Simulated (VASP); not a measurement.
Here is a VASP 6.6.1 calculation.

The input POSCAR:

```
Cd
1.0
    0.0000000000      2.2141130391      2.2141130391
    2.2141130391      0.0000000000      2.2141130391
    2.2141130391      2.2141130391      0.0000000000
Cd
1
Direct
    0.0000000000      0.0000000000      0.0000000000
```

The input INCAR.step1:

```
PREC = Accurate
ENCUT = 520
ISMEAR = -1
SIGMA = 0.1
LREAL = False
LASPH = True
NELM = 80
NBANDS = 12
GGA = PE
ALGO = Normal
EDIFF = 1E-4
LWAVE = True
LCHARG = False
```

INCAR.step2

```
PREC = Accurate
ENCUT = 520
EDIFF = 1E-7
ISMEAR = -1
SIGMA = 0.1
LREAL = False
LASPH = True
NELM = 80
ALGO = Normal
ISIF = 2
LWAVE = False
LCHARG = True
METAGGA = R2SCAN
LMIXTAU = True
LELF = True
LVHAR = True
NBANDS = 12
ISTART = 1
```

Contents of KPOINTS:

```
Automatic mesh
0
Gamma
  13 13 13
```

Potentials or basis: VASP PAW PBE potentials, release 64 (Cd).

The run is started by

```bash
$ cat potpaw_PBE.64/Cd/POTCAR > POTCAR
$ cp INCAR.step1 INCAR
$ mpirun -np 1 vasp_std > vasp.out
$ cp INCAR.step2 INCAR
$ mpirun -np 1 vasp_std > vasp.out
```

Problem. Predict the pressure.

Solution. 0.3 GPa.

Problem. What does it give for the band gap on the k mesh?

Solution. Zero (bands 6 and 7 overlap by 2.19 eV).

Caveat: the PAW data sets were made with another functional, which shifts forces and pressure a little.
